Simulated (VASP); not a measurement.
# CaO (rock salt type) (R3m) in VASP: notebook

The runs below take CaO (rock salt type) through single point, with HSE06.

Everything below comes from runs of VASP 6.6.1. Logs are shortened: lines on timing, memory, paths and dates and some standing lists are left out, and cuts for length are marked.

### Step 1. The cell of the first run

It takes space group R3m (No. 160, trigonal). The conventional cell has a = 3.415 Å, b = 3.415 Å, c = 8.366 Å, α = 90.00°, β = 90.00°, γ = 120.00°. Ca (site symmetry 3m) has 6 O at 2.38 to 2.45 Å within 3.1 Å. O (site symmetry 3m) has 6 Ca at 2.38 to 2.45 Å within 3.1 Å.

### Step 2. Single point, HSE06

Contents of POSCAR:

```
CaO
1.0
    0.0000000000      2.4150000000      2.4150000000
    2.4150000000      0.0000000000      2.4150000000
    2.4150000000      2.4150000000      0.0000000000
Ca O
1 1
Direct
    0.0071720530      0.0071720530      0.0071720530
    0.5000000000      0.5000000000      0.5000000000
```

Contents of INCAR.step1:

```
PREC = Accurate
ENCUT = 520
EDIFF = 1E-5
ISMEAR = -1
SIGMA = 0.05
LREAL = F
LASPH = T
NELM = 100
ALGO = Normal
ISIF = 2
LWAVE = T
LCHARG = F
GGA = PE
NBANDS = 15
```

Contents of INCAR.step2:

```
PREC = Accurate
ENCUT = 520
EDIFF = 1E-6
ISMEAR = -1
SIGMA = 0.05
LREAL = F
LASPH = T
NELM = 100
ALGO = Normal
ISIF = 2
LWAVE = F
LCHARG = F
GGA = PE
LHFCALC = T
HFSCREEN = 0.2079
PRECFOCK = Normal
ISTART = 1
NBANDS = 15
```

Contents of KPOINTS:

```
Automatic mesh
0
Gamma
  4 4 4
```

Potentials or basis: VASP PAW PBE potentials, release 64 (Ca_sv, O).

Launch:

```sh
$ cat potpaw_PBE.64/Ca_sv/POTCAR potpaw_PBE.64/O/POTCAR > POTCAR
$ cp INCAR.step1 INCAR
$ mpirun -np 1 vasp_std > vasp.out
$ cp INCAR.step2 INCAR
$ mpirun -np 1 vasp_std > vasp.out
```

OUTCAR:

```text
PREC = Accurate
   ENCUT = 520
   EDIFF = 1E-6
   ISMEAR = -1
   LREAL = F
   LASPH = T
   NELM = 100
   ISIF = 2
   GGA = PE
   LHFCALC = T
   HFSCREEN = 0.2079
   PRECFOCK = Normal
   ISTART = 1

 ion  position               nearest neighbor table
   1  0.007  0.007  0.007-   2 2.38   2 2.38   2 2.38   2 2.45   2 2.45   2 2.45
   2  0.500  0.500  0.500-   1 2.38   1 2.38   1 2.38   1 2.45   1 2.45   1 2.45

  LATTYP: Found a face centered cubic cell.
 ALAT       =     4.8300000000

  Lattice vectors:

 A1 = (   0.0000000000,   2.4150000000,   2.4150000000)
 A2 = (   2.4150000000,   0.0000000000,   2.4150000000)
 A3 = (   2.4150000000,   2.4150000000,   0.0000000000)

Analysis of symmetry for initial positions (statically):
=====================================================================
 Subroutine PRICEL returns:
 Original cell was already a primitive cell.

 Routine SETGRP: Setting up the symmetry group for a
 face centered cubic supercell.

 Subroutine GETGRP returns: Found  6 space group operations
 (whereof  6 operations were pure point group operations)
 out of a pool of 48 trial point group operations.

The static configuration has the point symmetry C_3v.

Analysis of symmetry for dynamics (positions and initial velocities):
=====================================================================
 Subroutine PRICEL returns:
 Original cell was already a primitive cell.

 Routine SETGRP: Setting up the symmetry group for a
 face centered cubic supercell.

 Subroutine GETGRP returns: Found  6 space group operations
 (whereof  6 operations were pure point group operations)
 out of a pool of 48 trial point group operations.

The dynamic configuration has the point symmetry C_3v.

 Subroutine INISYM returns: Found  6 space group operations
 (whereof  6 operations are pure point group operations),
 and found     1 'primitive' translations

----------------------------------------------------------------------------------------

                                     Primitive cell

  volume of cell :      28.1696

  direct lattice vectors                    reciprocal lattice vectors
     0.000000000  2.415000000  2.415000000    -0.207039337  0.207039337  0.207039337
     2.415000000  0.000000000  2.415000000     0.207039337 -0.207039337  0.207039337
     2.415000000  2.415000000  0.000000000     0.207039337  0.207039337 -0.207039337

  length of vectors
     3.415325753  3.415325753  3.415325753     0.358602652  0.358602652  0.358602652

  position of ions in fractional coordinates (direct lattice)
     0.007172053  0.007172053  0.007172053
     0.500000000  0.500000000  0.500000000

  ion indices of the primitive-cell ions
   primitive index   ion index
                 1           1
                 2           2

----------------------------------------------------------------------------------------

 KPOINTS: Automatic mesh

Automatic generation of k-mesh.
 Grid dimensions read from file:
 generate k-points for:    4    4    4

 Generating k-lattice:

  Cartesian coordinates                     Fractional coordinates (reciprocal lattice)
    -0.051759834  0.051759834  0.051759834     0.250000000  0.000000000  0.000000000
     0.051759834 -0.051759834  0.051759834     0.000000000  0.250000000  0.000000000
     0.051759834  0.051759834 -0.051759834     0.000000000  0.000000000  0.250000000

  Length of vectors
     0.089650663  0.089650663  0.089650663

  Shift w.r.t. Gamma in fractional coordinates (k-lattice)
     0.000000000  0.000000000  0.000000000

 Subroutine IBZKPT returns following result:
 ===========================================

 Found     13 irreducible k-points:

 Following reciprocal coordinates:
            Coordinates               Weight
  0.000000  0.000000  0.000000      1.000000
  0.250000  0.000000  0.000000      6.000000
  0.250000  0.250000  0.250000      2.000000
  0.500000  0.000000  0.000000      3.000000
  0.500000  0.500000  0.500000      1.000000
  0.250000  0.250000  0.000000      6.000000
  0.500000  0.250000  0.000000     12.000000
  0.250000  0.250000 -0.250000      6.000000
  0.500000  0.250000  0.500000      6.000000
 -0.250000  0.250000  0.000000      6.000000
  0.250000  0.250000  0.500000      6.000000
  0.500000  0.500000  0.000000      3.000000
 -0.250000  0.500000  0.250000      6.000000
   k-points           NKPTS =     13   k-points in BZ     NKDIM =     64   number of bands    NBANDS=     15
   number of dos      NEDOS =    301   number of ions     NIONS =      2
   total plane-waves  NPLWV =  21952
   dimension x,y,z NGX =    28 NGY =   28 NGZ =   28
   dimension x,y,z NGXF=    56 NGYF=   56 NGZF=   56
   ions per type =               1   1
   NGX,Y,Z   is equivalent  to a cutoff of  13.63, 13.63, 13.63 a.u.
   NGXF,Y,Z  is equivalent  to a cutoff of  27.26, 27.26, 27.26 a.u.
 SYSTEM =  unknown system
   PREC   = accura    normal or accurate (medium, high low for compatibility)
   ISTART =      1    job   : 0-new  1-cont  2-samecut
   ICHARG =      0    charge: 1-file 2-atom 10-const
   ISPIN  =      1    spin polarized calculation?
   LNONCOLLINEAR =      F non collinear calculations
   LSORBIT =      F    spin-orbit coupling
   LASPH  =      T    aspherical Exc in radial PAW
   ENCUT  =  520.0 eV  38.22 Ry    6.18 a.u.   6.35  6.35  6.35*2*pi/ulx,y,z
   NELM   =    100;   NELMIN=  2; NELMDL=  0     # of ELM steps
   EDIFF  = 0.1E-05   stopping-criterion for ELM
   LREAL  =      F    real-space projection
   EDIFFG = 0.1E-04   stopping-criterion for IOM
   NSW    =      0    number of steps for IOM
   IBRION =     -1    ionic relax: 0-MD 1-quasi-New 2-CG
   NFREE  =      0    steps in history (QN), initial steepest desc. (CG)
   ISIF   =      2    stress and relaxation
   ISYM   =      3    0-nonsym 1-usesym 2-fastsym
   POTIM  = 0.5000    time-step for ionic-motion
   TEBEG  =    0.0;   TEEND  =   0.0 temperature during run
   PSTRESS=    0.0 pullay stress
   NELECT =      16.0000    total number of electrons
   NUPDOWN=      -1.0000    fix difference up-down
   EMIN   =  10.00;   EMAX   =-10.00  energy-range for DOS
   EFERMI =   0.00;   METHOD = LEGACY
   ISMEAR =    -1;   SIGMA  =   0.05  broadening in eV -4-tet -1-fermi 0-gaus
   EFERMI_NEDOS =   21; number of points for ismear=-14 and -15
   IALGO  =     38    algorithm
   IMIX   =      1    mixing-type and parameters
     AMIX     =   0.40;   BMIX     =  1.00
     AMIX_MAG =   1.60;   BMIX_MAG =  1.00
  volume/ion in A,a.u.               =      14.08        95.05
  Fermi-wavevector in a.u.,A,eV,Ry     =   1.355775  2.562044 25.009229  1.838126
  Thomas-Fermi vector in A             =   2.482834
   LORBIT       =      0    0 simple, 1 ext, 2 COOP (PROOUT), +10 PAW based schemes
   GGA     = PE    functional components
   LHFCALC =     T    Hartree Fock is set to
   PRECFOCK=normal    Normal, Fast or Accurate (Low or Medium for compatibility)
   ENCUT4O =  -1.0   cutoff for four orbital integrals eV
   NKREDX  =     1    reduce k-point grid by
   NKREDY  =     1    reduce k-point grid by
   NKREDZ  =     1    reduce k-point grid by
   AEXX    =    0.2500 exact exchange contribution
   HFSCREEN=    0.2079 screening length (either q_TF or 0.3 A-1)
   HFSCREENC=   0.2079 screening length for correlation (either q_TF or 0.3 A-1)
   ENCUTFOCK=  -1.0 apply spherical cutoff to Coloumb kernel
   IVDW    =     0    specifies the selected vdW correction
   LEPSILON=     F    determine dielectric tensor
   LRPA    =     F    only Hartree local field effects (RPA)
 non-spin polarized calculation
  energy-cutoff  :      520.00
  volume of cell :       28.17
 maximum number of plane-waves:       769
 NGX is ok and might be reduce to    28
  NGX = 20; NGY = 20; NGZ = 20

 number of electron      15.9999998 magnetization

 Free energy of the ion-electron system (eV)
  ---------------------------------------------------
  ext. energy  EPLUGINS =         0.00000000
  ---------------------------------------------------
  free energy    TOTEN  =       -14.86915161 eV

  energy without entropy =      -14.86915161  energy(sigma->0) =      -14.86915161

 E-fermi :   2.3329     XC(G=0):  -8.5585

 val. band max:        1.2023983541   @ k =   0.0000   0.0000   0.0000
 cond. band min:       6.5302619841   @ k =   0.5000   0.5000   0.0000
 fundamental gap:      5.3278636300
 Fermi energy:         2.3328820834

 k-point     1 :       0.0000    0.0000    0.0000
  band No.  band energies     occupation
      1     -39.0384      2.00000
      2     -18.3434      2.00000
      3     -18.3387      2.00000
      4     -18.3387      2.00000
      5     -15.7915      2.00000
      6       1.2022      2.00000
      7       1.2022      2.00000
      8       1.2024      2.00000
      9       7.3062      0.00000
     10       9.3656      0.00000
     11       9.3656      0.00000
     12       9.3843      0.00000
     13      10.9777      0.00000
     14      10.9777      0.00000
     15      17.7840      0.00000

 k-point     2 :       0.2500    0.0000    0.0000
  band No.  band energies     occupation
      1     -38.9888      2.00000
      2     -19.0475      2.00000
      3     -18.3644      2.00000
      4     -18.3632      2.00000
      5     -15.0295      2.00000
      6      -0.3864      2.00000
      7       0.5428      2.00000
      8       0.5527      2.00000
      9       9.2287      0.00000
     10       9.5992      0.00000
     11      10.3962      0.00000
     12      10.4108      0.00000
     13      12.3196      0.00000
     14      12.3254      0.00000
     15      19.0823      0.00000

 k-point     3 :       0.2500    0.2500    0.2500
  band No.  band energies     occupation
      1     -38.9889      2.00000
      2     -19.0455      2.00000
      3     -18.3630      2.00000
      4     -18.3630      2.00000
      5     -15.0331      2.00000
      6      -0.3829      2.00000
      7       0.5391      2.00000
      8       0.5391      2.00000
      9       9.2229      0.00000
     10       9.6372      0.00000
     11      10.4093      0.00000
     12      10.4093      0.00000
     13      12.3122      0.00000
     14      12.3122      0.00000
     15      19.0673      0.00000

 k-point     4 :       0.5000    0.0000    0.0000
  band No.  band energies     occupation
      1     -38.9387      2.00000
      2     -19.5575      2.00000
      3     -18.3882      2.00000
      4     -18.3873      2.00000
      5     -14.4556      2.00000
      6      -1.5634      2.00000
      7      -0.0153      2.00000
      8      -0.0080      2.00000
      9      10.1680      0.00000
     10      11.1054      0.00000
     11      11.7127      0.00000
     12      11.7556      0.00000
     13      13.9287      0.00000
     14      13.9372      0.00000
     15      17.5054      0.00000
[... 109 lines left out ...]
 k-point    11 :       0.2500    0.2500    0.5000
  band No.  band energies     occupation
      1     -38.9398      2.00000
      2     -19.2371      2.00000
      3     -18.6056      2.00000
      4     -18.3894      2.00000
      5     -14.7697      2.00000
      6      -0.9697      2.00000
      7       0.0750      2.00000
      8       0.3251      2.00000
      9       9.5231      0.00000
     10      10.2748      0.00000
     11      11.1412      0.00000
     12      11.6643      0.00000
     13      13.7657      0.00000
     14      14.1612      0.00000
     15      18.2567      0.00000

 k-point    12 :       0.5000    0.5000    0.0000
  band No.  band energies     occupation
      1     -38.9091      2.00000
      2     -18.9473      2.00000
      3     -18.5726      2.00000
      4     -18.5678      2.00000
      5     -15.5223      2.00000
      6      -0.2331      2.00000
      7       0.7763      2.00000
      8       0.7839      2.00000
      9       6.5303      0.00000
     10      11.2249      0.00000
     11      12.2669      0.00000
     12      13.0383      0.00000
     13      13.0395      0.00000
     14      14.1988      0.00000
     15      16.3887      0.00000

 k-point    13 :      -0.2500    0.5000    0.2500
  band No.  band energies     occupation
      1     -38.9082      2.00000
      2     -18.8360      2.00000
      3     -18.7572      2.00000
      4     -18.7413      2.00000
      5     -15.0798      2.00000
      6      -0.1494      2.00000
      7       0.0706      2.00000
      8       0.0775      2.00000
      9       9.3500      0.00000
     10       9.3522      0.00000
     11      11.6655      0.00000
     12      13.0462      0.00000
     13      13.4295      0.00000
     14      16.7676      0.00000
     15      17.3928      0.00000

------------------------ aborting loop because EDIFF is reached ----------------------------------------

  FORCE on cell =-STRESS in cart. coord.  units (eV):
  Direction    XX          YY          ZZ          XY          YZ          ZX
  --------------------------------------------------------------------------------------
  -------------------------------------------------------------------------------------
  Total       -0.2381249     -0.2381249     -0.2381249     -0.0043984     -0.0043984     -0.0043984
  in kB      -13.5435983    -13.5435983    -13.5435983     -0.2501611     -0.2501611     -0.2501611
  external PRESSURE =     -13.5435983 kB  Pullay stress =       0.0000000 kB

 VOLUME and BASIS-vectors are now :
 -----------------------------------------------------------------------------
  energy-cutoff  :      520.00
  volume of cell :       28.17
      direct lattice vectors                 reciprocal lattice vectors
     0.000000000  2.415000000  2.415000000    -0.207039337  0.207039337  0.207039337
     2.415000000  0.000000000  2.415000000     0.207039337 -0.207039337  0.207039337
     2.415000000  2.415000000  0.000000000     0.207039337  0.207039337 -0.207039337

 POSITION                                       TOTAL-FORCE (eV/Angst)
 -----------------------------------------------------------------------------------
      0.03464      0.03464      0.03464        -0.105302     -0.105302     -0.105302
      2.41500      2.41500      2.41500         0.105302      0.105302      0.105302
 -----------------------------------------------------------------------------------
    total drift:                                0.000028      0.000029      0.000029

  FREE ENERGIE OF THE ION-ELECTRON SYSTEM (eV)
  ---------------------------------------------------
  free  energy   TOTEN  =       -14.8691516063 eV

  energy  without entropy=      -14.8691516063  energy(sigma->0) =      -14.86915161
```

Wall time 4.2 min (1 thread of AMD EPYC 7R13 (Zen 3), shared host); peak memory 0.23 GiB.

What came out:

```
Free energy            : -14.8692 eV
Pressure               : -1.4 GPa
Largest force          : 0.182 eV/Å
Band gap on the k mesh : 5.33 eV (least direct gap 5.75 eV)
```

Forces in eV/Å, atoms in the order of the input:
```
Ca  -0.105 -0.105 -0.105
O    0.105  0.105  0.105
```

Caveat: the k points lie up to 0.56 Å⁻¹ apart; the PAW data sets were made with another functional, which shifts forces and pressure a little. A k mesh can miss the band edges.

### Step 3. Single point, HSE06

POSCAR is that of step 2.

Contents of INCAR.step1:

```
SYSTEM = CaO
ALGO = Normal
EDIFF = 1E-5
ENCUT = 520
GGA = PE
ISIF = 2
ISMEAR = -1
LASPH = .True.
LCHARG = .False.
LREAL = .False.
LWAVE = .True.
NBANDS = 15
NELM = 60
PREC = Accurate
SIGMA = 0.05
```

Contents of INCAR.step2:

```
SYSTEM = CaO
ALGO = Normal
EDIFF = 1E-7
ENCUT = 520
GGA = PE
HFSCREEN = 0.2079
ISIF = 2
ISMEAR = -1
ISTART = 1
LASPH = .True.
LCHARG = .False.
LHFCALC = .True.
LREAL = .False.
LWAVE = .False.
NBANDS = 15
NELM = 60
PREC = Accurate
PRECFOCK = Normal
SIGMA = 0.05
```

Contents of KPOINTS:

```
k-points
0
Gamma
  4 4 4
  0 0 0
```

Potentials or basis: VASP PAW PBE potentials, release 64 (Ca_sv, O).

Launch:

```sh
$ cat potpaw_PBE.64/Ca_sv/POTCAR potpaw_PBE.64/O/POTCAR > POTCAR
$ cp INCAR.step1 INCAR
$ mpirun -np 1 vasp_std > vasp.out
$ cp INCAR.step2 INCAR
$ mpirun -np 1 vasp_std > vasp.out
```

Run time: 4.6 min. Hardware: 1 thread of AMD EPYC 7R13 (Zen 3), shared host; peak memory 0.23 GiB.

The run converged. Its results:

| Property | Result |
| --- | --- |
| Free energy | -14.8692 eV |
| Pressure | -1.3 GPa |
| Largest force | 0.182 eV/Å |
| Band gap on the k mesh | 5.33 eV (least direct gap 5.75 eV) |

Forces on the atoms (eV/Å):
```
Ca  -0.105 -0.105 -0.105
O    0.105  0.105  0.105
```

Levels at points of the mesh, in eV from the valence-band top:
```csv
k point,band 4,band 5,band 6,band 7,band 8,band 9,band 10,band 11,band 12,band 13
"(0.00, 0.00, 0.00)",-19.54,-16.99,0.00,0.00,0.00,6.10,8.16,8.16,8.18,9.77
"(0.50, 0.00, 0.00)",-19.59,-15.66,-2.77,-1.22,-1.21,8.97,9.90,10.51,10.55,12.73
"(0.50, 0.50, 0.50)",-19.59,-15.66,-2.77,-1.22,-1.22,8.96,9.98,10.52,10.52,12.73
"(0.50, 0.50, 0.00)",-19.77,-16.72,-1.44,-0.43,-0.42,5.33,10.02,11.06,11.84,11.84
```

Caveat: the k points lie up to 0.56 Å⁻¹ apart; the PAW data sets were made with another functional, which shifts forces and pressure a little. A k mesh can miss the band edges.
